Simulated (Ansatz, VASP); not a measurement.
SiC: VASP beside Ansatz

INCAR

```
SYSTEM = SiC
ALGO = Normal
EDIFF = 1E-6
ENCUT = 520
GGA = PE
ISIF = 2
ISMEAR = 0
LASPH = .True.
LCHARG = .False.
LREAL = .False.
LWAVE = .False.
NBANDS = 11
NELM = 100
PREC = Accurate
SIGMA = 0.05
```

File KPOINTS:

```
k-points
0
Gamma
  12 12 12
  0 0 0
```

The input POSCAR:

```
SiC
1.0
    0.0000000000      2.0870400000      2.0870400000
    2.0870400000      0.0000000000      2.0870400000
    2.0870400000      2.0870400000      0.0000000000
Si C
1 1
Direct
    0.0000000000      0.0000000000      0.0000000000
    0.7500000000      0.7500000000      0.7500000000
```

Input for Ansatz:

```yaml
crystal:
  lattice:
    - [0.0, 2.08704, 2.08704]
    - [2.08704, 0.0, 2.08704]
    - [2.08704, 2.08704, 0.0]
  atoms:
    - { symbol: Si, position: [0.0, 0.0, 0.0] }
    - { symbol: C, position: [0.75, 0.75, 0.75] }
basis:
  ecutwfc: 420
kpoints:
  mp_grid: { grid: [12, 12, 12] }
hamiltonian:
  xc: pbe
scf:
  occupations: { method: gaussian, width: 0.05 }
output:
  forces: true
  stress: true
  eigenvalues: true
```

Change from the starting cell: strain -0.040 along x and y, -0.040 along z, atoms carried along.

Alike in both runs: task single point; functional PBE; k mesh 12 × 12 × 12; occupations gaussian, width 0.05 eV; no spin polarisation.

|  | VASP | Ansatz |
| --- | --- | --- |
| version | VASP 6.6.1 | Ansatz 0.2.0 |
| potentials or method | VASP PAW PBE potentials, release 64 (Si, C), cutoff 520 eV | scalar-relativistic, plane waves, PAW |
| valence electrons in the cell | 8 | 8 |

```tsv
	VASP	Ansatz	Ansatz less VASP
gap on the k mesh at the Fermi level (eV)	1.23	1.23	+0.004
least direct gap on the mesh (eV)	4.66	4.66	+0.008
pressure (GPa)	40.4	40.6	+0.15
```

Both programs put the cell under a high pressure, so it lies far from rest at this level.
